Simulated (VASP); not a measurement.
Input of a VASP 6.6.1 run:

File INCAR:

```
SYSTEM = Cr
PREC = Accurate
ENCUT = 520
EDIFF = 1E-7
ISMEAR = -1
SIGMA = 0.1
LREAL = .False.
LASPH = .True.
NELM = 150
ALGO = Normal
ISIF = 2
LWAVE = .False.
LCHARG = .False.
ISPIN = 2
MAGMOM = 2
LORBIT = 11
LMAXMIX = 4
LDIPOL = .True.
IDIPOL = 3
DIPOL = 0.5 0.5 0.500
GGA = PE
NBANDS = 16
```

File KPOINTS:

```
Automatic mesh
0
Gamma
  14 14 1
  0 0 0
```

Contents of POSCAR:

```
Cr
1.0
    2.8486260748      0.0000000000      0.0000000000
    0.0000000000      2.8486260748      0.0000000000
    0.0000000000      0.0000000000     11.0000000000
Cr
1
Direct
    0.0000000000      0.0000000000      0.5000000000
```

Potentials or basis: VASP PAW PBE potentials, release 64 (Cr_pv).

Command:

```sh
$ cat potpaw_PBE.64/Cr_pv/POTCAR > POTCAR
$ mpirun -np 1 vasp_std > vasp.out
```

Question: What does it give for the net moment?

Answer: 4.86 μB per cell.

Question: Predict the site moments.

Answer: Cr +4.13 μB.
